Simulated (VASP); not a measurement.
# Sn5Se2S3 (I4/mmm) in VASP: single point with PBE

Aim: the single point of Sn5Se2S3 with PBE.

All numbers are computed with VASP 6.6.1; they aren't measurements. Logs are shortened: lines on timing, memory, paths and dates and some standing lists are left out, and cuts for length are marked.

## Step 1: The cell of the first run

Symmetry: I4/mmm, No. 139, tetragonal system. The conventional cell has a = 4.202 Å, b = 4.202 Å, c = 29.660 Å, α = 90.00°, β = 90.00°, γ = 90.00°. Within 3.9 Å of Sn (site symmetry 4mm) lie 1 S at 2.93 Å and 5 Se at 2.97 to 3.07 Å. Sn (site symmetry 4mm) has 5 S at 2.89 to 2.97 Å and 1 Se at 3.02 Å within 3.8 Å. Sn (site symmetry 4/mmm) has 6 S at 2.92 to 2.97 Å within 3.8 Å. Within 3.9 Å of Se (site symmetry 4mm) lie 6 Sn at 2.97 to 3.07 Å. Within 3.8 Å of S (site symmetry 4mm) lie 6 Sn at 2.92 to 2.97 Å. S (site symmetry 4/mmm) has 6 Sn at 2.89 to 2.97 Å within 3.8 Å.

## Step 2: Single point, PBE

Contents of INCAR:

```
PREC = Accurate
ENCUT = 520
EDIFF = 1E-6
ISMEAR = 0
SIGMA = 0.2
LREAL = False
LASPH = True
NELM = 100
ALGO = Normal
ISIF = 2
LWAVE = False
LCHARG = False
GGA = PE
NBANDS = 61
```

Contents of KPOINTS:

```
Automatic mesh
0
Gamma
  6 6 6
```

Contents of POSCAR:

```
Sn5Se2S3
1.0
    0.0000000000     -4.2020661621      0.0000000000
    4.2020661621      0.0000000000      0.0000000000
   -2.1010330811      2.1010330811     14.8301464668
Sn Se S
5 2 3
Direct
    0.6971792487      0.6971792487      0.3943584974
    0.3028207513      0.3028207513      0.6056415026
    0.9024140666      0.9024140666      0.8048281332
    0.5000000000      0.5000000000      0.0000000000
    0.0975859334      0.0975859334      0.1951718668
    0.8006662197      0.8006662197      0.6013324395
    0.1993337803      0.1993337803      0.3986675605
    0.4016526348      0.4016526348      0.8033052696
    0.0000000000      0.0000000000      0.0000000000
    0.5983473652      0.5983473652      0.1966947304
```

Potentials or basis: VASP PAW PBE potentials, release 64 (Sn_d, Se, S).

The run is started by

```bash
> cat potpaw_PBE.64/Sn_d/POTCAR potpaw_PBE.64/Se/POTCAR potpaw_PBE.64/S/POTCAR > POTCAR
> mpirun -np 1 vasp_std > vasp.out
```

OUTCAR:

```text
PREC = Accurate
   ENCUT = 520
   EDIFF = 1E-6
   ISMEAR = 0
   LREAL = False
   LASPH = True
   NELM = 100
   ISIF = 2
   GGA = PE

 ion  position               nearest neighbor table
   1  0.697  0.697  0.394-  10 2.93   7 2.97   7 2.97   7 2.97   7 2.97   6 3.07
   2  0.303  0.303  0.606-   8 2.93   6 2.97   6 2.97   6 2.97   6 2.97   7 3.07
   3  0.902  0.902  0.805-   9 2.89   8 2.97   8 2.97   8 2.97   8 2.97   6 3.02
   4  0.500  0.500  0.000-   8 2.92  10 2.92   9 2.97   9 2.97   9 2.97   9 2.97
   5  0.098  0.098  0.195-   9 2.89  10 2.97  10 2.97  10 2.97  10 2.97   7 3.02
   6  0.801  0.801  0.601-   2 2.97   2 2.97   2 2.97   2 2.97   3 3.02   1 3.07
   7  0.199  0.199  0.399-   1 2.97   1 2.97   1 2.97   1 2.97   5 3.02   2 3.07
   8  0.402  0.402  0.803-   4 2.92   2 2.93   3 2.97   3 2.97   3 2.97   3 2.97
   9  0.000  0.000  0.000-   3 2.89   5 2.89   4 2.97   4 2.97   4 2.97   4 2.97
  10  0.598  0.598  0.197-   4 2.92   1 2.93   5 2.97   5 2.97   5 2.97   5 2.97

  LATTYP: Found a body centered tetragonal cell.
 ALAT       =     4.2020661621
 C/A-ratio  =     7.0585021248

  Lattice vectors:

 A1 = (  -2.1010330810,  -2.1010330811, -14.8301464668)
 A2 = (   2.1010330811,   2.1010330810, -14.8301464668)
 A3 = (   2.1010330810,  -2.1010330810,  14.8301464668)

Analysis of symmetry for initial positions (statically):
=====================================================================
 Subroutine PRICEL returns:
 Original cell was already a primitive cell.

 Routine SETGRP: Setting up the symmetry group for a
 body centered tetragonal supercell.

 Subroutine GETGRP returns: Found 16 space group operations
 (whereof 16 operations were pure point group operations)
 out of a pool of 16 trial point group operations.

The static configuration has the point symmetry D_4h.

Analysis of symmetry for dynamics (positions and initial velocities):
=====================================================================
 Subroutine PRICEL returns:
 Original cell was already a primitive cell.

 Routine SETGRP: Setting up the symmetry group for a
 body centered tetragonal supercell.

 Subroutine GETGRP returns: Found 16 space group operations
 (whereof 16 operations were pure point group operations)
 out of a pool of 16 trial point group operations.

The dynamic configuration has the point symmetry D_4h.

 Subroutine INISYM returns: Found 16 space group operations
 (whereof 16 operations are pure point group operations),
 and found     1 'primitive' translations

----------------------------------------------------------------------------------------

                                     Primitive cell

  volume of cell :     261.8612

  direct lattice vectors                    reciprocal lattice vectors
     0.000000000 -4.202066162  0.000000000     0.000000000 -0.237978166  0.033715109
     4.202066162  0.000000000  0.000000000     0.237978166  0.000000000  0.033715109
    -2.101033081  2.101033081 14.830146467     0.000000000  0.000000000  0.067430217

  length of vectors
     4.202066162  4.202066162 15.124877660     0.240354564  0.240354564  0.067430217

  position of ions in fractional coordinates (direct lattice)
     0.697179249  0.697179249  0.394358497
     0.302820751  0.302820751  0.605641503
     0.902414067  0.902414067  0.804828133
     0.500000000  0.500000000  0.000000000
     0.097585933  0.097585933  0.195171867
     0.800666220  0.800666220  0.601332439
     0.199333780  0.199333780  0.398667561
     0.401652635  0.401652635  0.803305270
     0.000000000  0.000000000  0.000000000
     0.598347365  0.598347365  0.196694730

  ion indices of the primitive-cell ions
   primitive index   ion index
                 1           1
                 2           2
                 3           3
                 4           4
                 5           5
                 6           6
                 7           7
                 8           8
                 9           9
                10          10

----------------------------------------------------------------------------------------

 KPOINTS: Automatic mesh

Automatic generation of k-mesh.
 Grid dimensions read from file:
 generate k-points for:    6    6    6

 Generating k-lattice:

  Cartesian coordinates                     Fractional coordinates (reciprocal lattice)
     0.000000000 -0.039663028  0.005619185     0.166666667  0.000000000 -0.000000000
     0.039663028  0.000000000  0.005619185     0.000000000  0.166666667 -0.000000000
     0.000000000  0.000000000  0.011238370     0.000000000  0.000000000  0.166666667

  Length of vectors
     0.040059094  0.040059094  0.011238370

  Shift w.r.t. Gamma in fractional coordinates (k-lattice)
     0.000000000  0.000000000  0.000000000

 Subroutine IBZKPT returns following result:
 ===========================================

 Found     30 irreducible k-points:

 Following reciprocal coordinates:
            Coordinates               Weight
  0.000000  0.000000  0.000000      1.000000
  0.166667  0.000000 -0.000000      8.000000
  0.333333  0.000000 -0.000000      8.000000
  0.500000  0.000000 -0.000000      4.000000
  0.166667  0.166667 -0.000000      8.000000
  0.333333  0.166667 -0.000000     16.000000
[... 16 lines left out ...]
 -0.333333  0.333333  0.166667      8.000000
  0.500000  0.500000  0.166667      4.000000
 [... further k-points ...]
   k-points           NKPTS =     30   k-points in BZ     NKDIM =     30   number of bands    NBANDS=     61
   number of dos      NEDOS =    301   number of ions     NIONS =     10
   total plane-waves  NPLWV = 114688
   dimension x,y,z NGX =    32 NGY =   32 NGZ =  112
   dimension x,y,z NGXF=    64 NGYF=   64 NGZF=  224
   ions per type =               5   2   3
   NGX,Y,Z   is equivalent  to a cutoff of  12.66, 12.66, 12.31 a.u.
   NGXF,Y,Z  is equivalent  to a cutoff of  25.32, 25.32, 24.62 a.u.
 SYSTEM =  unknown system
   PREC   = accura    normal or accurate (medium, high low for compatibility)
   ISTART =      0    job   : 0-new  1-cont  2-samecut
   ICHARG =      2    charge: 1-file 2-atom 10-const
   ISPIN  =      1    spin polarized calculation?
   LNONCOLLINEAR =      F non collinear calculations
   LSORBIT =      F    spin-orbit coupling
   LASPH  =      T    aspherical Exc in radial PAW
   ENCUT  =  520.0 eV  38.22 Ry    6.18 a.u.   7.81  7.81 28.12*2*pi/ulx,y,z
   NELM   =    100;   NELMIN=  2; NELMDL= -5     # of ELM steps
   EDIFF  = 0.1E-05   stopping-criterion for ELM
   LREAL  =      F    real-space projection
   EDIFFG = 0.1E-04   stopping-criterion for IOM
   NSW    =      0    number of steps for IOM
   IBRION =     -1    ionic relax: 0-MD 1-quasi-New 2-CG
   NFREE  =      0    steps in history (QN), initial steepest desc. (CG)
   ISIF   =      2    stress and relaxation
   ISYM   =      2    0-nonsym 1-usesym 2-fastsym
   POTIM  = 0.5000    time-step for ionic-motion
   TEBEG  =    0.0;   TEEND  =   0.0 temperature during run
   PSTRESS=    0.0 pullay stress
   NELECT =     100.0000    total number of electrons
   NUPDOWN=      -1.0000    fix difference up-down
   EMIN   =  10.00;   EMAX   =-10.00  energy-range for DOS
   EFERMI =   0.00;   METHOD = LEGACY
   ISMEAR =     0;   SIGMA  =   0.20  broadening in eV -4-tet -1-fermi 0-gaus
   EFERMI_NEDOS =   21; number of points for ismear=-14 and -15
   IALGO  =     38    algorithm
   IMIX   =      4    mixing-type and parameters
     AMIX     =   0.40;   BMIX     =  1.00
     AMIX_MAG =   1.60;   BMIX_MAG =  1.00
  volume/ion in A,a.u.               =      26.19       176.71
  Fermi-wavevector in a.u.,A,eV,Ry     =   1.187730  2.244484 19.193776  1.410703
  Thomas-Fermi vector in A             =   2.323875
   LORBIT       =      0    0 simple, 1 ext, 2 COOP (PROOUT), +10 PAW based schemes
   GGA     = PE    functional components
   LHFCALC =     F    Hartree Fock is set to
   AEXX    =    0.0000 exact exchange contribution
   IVDW    =     0    specifies the selected vdW correction
   LEPSILON=     F    determine dielectric tensor
   LRPA    =     F    only Hartree local field effects (RPA)
 non-spin polarized calculation
 Gauss-broadening in eV      SIGMA  =   0.20
  energy-cutoff  :      520.00
  volume of cell :      261.86
 maximum number of plane-waves:      7081
   NGX = 15   NGY = 15   NGZ = 57

 number of electron     100.0000016 magnetization

 Free energy of the ion-electron system (eV)
  ---------------------------------------------------
  ext. energy  EPLUGINS =         0.00000000
  ---------------------------------------------------
  free energy    TOTEN  =       -42.71334199 eV

  energy without entropy =      -42.70062148  energy(sigma->0) =      -42.70698173

 E-fermi :   6.1016     XC(G=0):  -9.6127

 val. band max:        5.9906894202   @ k =   0.5000   0.0000   0.1667
 cond. band min:       6.1917626701   @ k =   0.5000   0.0000   0.1667
 fundamental gap:      0.2010732499
 Fermi energy:         6.1015875708

 k-point     1 :       0.0000    0.0000    0.0000
  band No.  band energies     occupation
      1     -15.8404      2.00000
      2     -15.8311      2.00000
      3     -15.8227      2.00000
      4     -15.8184      2.00000
      5     -15.8184      2.00000
      6     -15.7926      2.00000
[... 53 lines left out ...]
     60      10.3652      0.00000
     61      10.3766      0.00000

 k-point     2 :       0.1667    0.0000   -0.0000
  band No.  band energies     occupation
      1     -15.8379      2.00000
      2     -15.8282      2.00000
      3     -15.8248      2.00000
      4     -15.8193      2.00000
      5     -15.8183      2.00000
      6     -15.7904      2.00000
[... 53 lines left out ...]
     60       9.3753      0.00000
     61       9.9558      0.00000

 k-point     3 :       0.3333    0.0000   -0.0000
  band No.  band energies     occupation
      1     -15.8343      2.00000
      2     -15.8289      2.00000
      3     -15.8210      2.00000
      4     -15.8208      2.00000
      5     -15.8181      2.00000
      6     -15.7885      2.00000
[... 1333 lines left out ...]
     60       9.7195      0.00000
     61       9.8533      0.00000

 k-point    24 :       0.5000    0.5000    0.1667
  band No.  band energies     occupation
      1     -15.8469      2.00000
      2     -15.8233      2.00000
      3     -15.8233      2.00000
      4     -15.8214      2.00000
      5     -15.8170      2.00000
      6     -15.7974      2.00000
[... 53 lines left out ...]
     60      10.5555      0.00000
     61      10.7160      0.00000

 [... further k-points ...]
[... 5 lines left out ...]
  --------------------------------------------------------------------------------------
  -------------------------------------------------------------------------------------
  Total       -0.3636195     -0.3636195     -0.2801131      0.0000000     -0.0000000      0.0000000
  in kB       -2.2247775     -2.2247775     -1.7138498      0.0000000     -0.0000000      0.0000000
  external PRESSURE =      -2.0544683 kB  Pullay stress =       0.0000000 kB

 VOLUME and BASIS-vectors are now :
 -----------------------------------------------------------------------------
  energy-cutoff  :      520.00
  volume of cell :      261.86
      direct lattice vectors                 reciprocal lattice vectors
     0.000000000 -4.202066162  0.000000000     0.000000000 -0.237978166  0.033715109
     4.202066162  0.000000000  0.000000000     0.237978166  0.000000000  0.033715109
    -2.101033081  2.101033081 14.830146467     0.000000000  0.000000000  0.067430217

 POSITION                                       TOTAL-FORCE (eV/Angst)
 -----------------------------------------------------------------------------------
      2.10103     -2.10103      5.84839         0.000000     -0.000000     -0.027792
     -0.00000      0.00000      8.98175        -0.000000      0.000000      0.027792
      2.10103     -2.10103     11.93572        -0.000000      0.000000      0.019739
      2.10103     -2.10103      0.00000         0.000000      0.000000      0.000000
     -0.00000      0.00000      2.89443         0.000000     -0.000000     -0.019739
      2.10103     -2.10103      8.91785         0.000000     -0.000000     -0.012652
      0.00000     -0.00000      5.91230        -0.000000      0.000000      0.012652
     -0.00000      0.00000     11.91313         0.000000     -0.000000     -0.018938
      0.00000      0.00000      0.00000         0.000000     -0.000000      0.000000
      2.10103     -2.10103      2.91701        -0.000000      0.000000      0.018938
 -----------------------------------------------------------------------------------
    total drift:                               -0.000000     -0.000000      0.000000

  FREE ENERGIE OF THE ION-ELECTRON SYSTEM (eV)
  ---------------------------------------------------
  free  energy   TOTEN  =       -42.7133419878 eV

  energy  without entropy=      -42.7006214785  energy(sigma->0) =      -42.70698173
```

It took 8.8 min on 1 thread of Intel Xeon 8259CL, shared host; peak memory 0.55 GiB.

Results:

```yaml
Free_energy: -42.7133 eV
Pressure: -0.2 GPa
Largest_force: 0.028 eV/Å
Band_gap_on_the_k_mesh: 0.20 eV
```

Forces in eV/Å, atoms in the order of the input:
```
Sn   0.000  0.000 -0.028
Sn   0.000  0.000  0.028
Sn   0.000  0.000  0.020
Sn   0.000  0.000  0.000
Sn   0.000  0.000 -0.020
Se   0.000  0.000 -0.013
Se   0.000  0.000  0.013
S    0.000  0.000 -0.019
S    0.000  0.000  0.000
S    0.000  0.000  0.019
```

Levels at points of the mesh, in eV from the valence-band top:
```
           k point  band 48  band 49  band 50  band 51  band 52  band 53
(0.00, 0.00, 0.00)    -2.44    -1.23    -1.09     1.51     1.53     3.15
(0.50, 0.00, 0.00)    -0.39    -0.14    -0.08     0.38     0.40     0.44
(0.50, 0.50, 0.00)    -2.86    -1.49    -1.40     1.98     1.99     3.01
(0.00, 0.00, 0.50)    -2.56    -1.95    -1.58     2.68     2.83     2.85
```

Caveat: semilocal functionals underestimate gaps, and a narrow one can read as zero; spin-orbit coupling is left out, which moves the levels of the heavy elements.
